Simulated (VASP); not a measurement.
Wanted: the native input for a VASP 6.6.1 run.

| Item | Value |
| --- | --- |
| Task | relaxation of cell and atoms |
| Functional | PBE |
| Potentials or basis | VASP PAW PBE potentials, release 64 (Zn, Cu, Sn_d, S) |
| Cutoff | 600 eV |
| k mesh | 2 × 2 × 2 |
| Occupations | fermi-dirac, width 0.02 eV |
| Spin | no spin polarisation |
| Dipole correction | no |
| Further INCAR settings | ALGO = Normal; EDIFF = 1e-06; IBRION = 2; EDIFFG = -0.01; NSW = 80; ISIF = 3 |

The structure of ZnCu2SnS4 lies in POSCAR:

```
ZnCu2SnS4
1.0
   -2.7171000000      2.7171000000      5.4248000000
    2.7171000000     -2.7171000000      5.4248000000
    2.7171000000      2.7171000000     -5.4248000000
Zn Cu Sn S
1 2 1 4
Direct
    0.2500000000      0.7500000000      0.5000000000
    0.0000000000      0.0000000000      0.0000000000
    0.7500000000      0.2500000000      0.5000000000
    0.5000000000      0.5000000000      0.0000000000
    0.3716100000      0.8844100000      0.9996000000
    0.1155900000      0.1151900000      0.4872000000
    0.8848100000      0.3720100000      0.0004000000
    0.6279900000      0.6283900000      0.5128000000
```

The input as run:

INCAR

```
SYSTEM = ZnCu2SnS4
ALGO = Normal ; EDIFF = 1E-6
EDIFFG = -0.01 ; ENCUT = 600
GGA = PE ; IBRION = 2
ISIF = 3 ; ISMEAR = -1
LASPH = .TRUE. ; LCHARG = .FALSE.
LREAL = .FALSE. ; LWAVE = .FALSE.
NELM = 60 ; NSW = 80
PREC = Accurate ; SIGMA = 0.02
```

KPOINTS

```
k-points
0
G
  2 2 2
  0 0 0
```

Potentials or basis: VASP PAW PBE potentials, release 64 (Zn, Cu, Sn_d, S).

Launch:

```sh
$ cat potpaw_PBE.64/Zn/POTCAR potpaw_PBE.64/Cu/POTCAR potpaw_PBE.64/Sn_d/POTCAR potpaw_PBE.64/S/POTCAR > POTCAR
$ mpirun -np 1 vasp_std > vasp.out
```

It gave:

```yaml
Relaxed_volume: 20.49 Å³/atom
Relaxed_cell: a = 6.687 Å, b = 6.687 Å, c = 6.687 Å, α = 131.58°, β = 131.58°, γ = 70.90°
Space_group_after_relaxing_to_0.05_Å: I-4 (No. 82)
Energy_gained_by_relaxing: 8.3 meV/atom
Ionic_steps: 8
Pressure_after_relaxing: 0.0 GPa
Largest_force_after_relaxing: 0.006 eV/Å
Band_gap_on_the_k_mesh: 0.09 eV, direct
```

Caveat: the k points lie up to 0.81 Å⁻¹ apart in the final cell; spin-orbit coupling is left out, which moves the levels of the heavy elements.

Wall time 6.5 min on 1 thread of AMD EPYC 7R43 64-Core Processor (Zen 3) (shared host), peak memory 0.41 GiB.
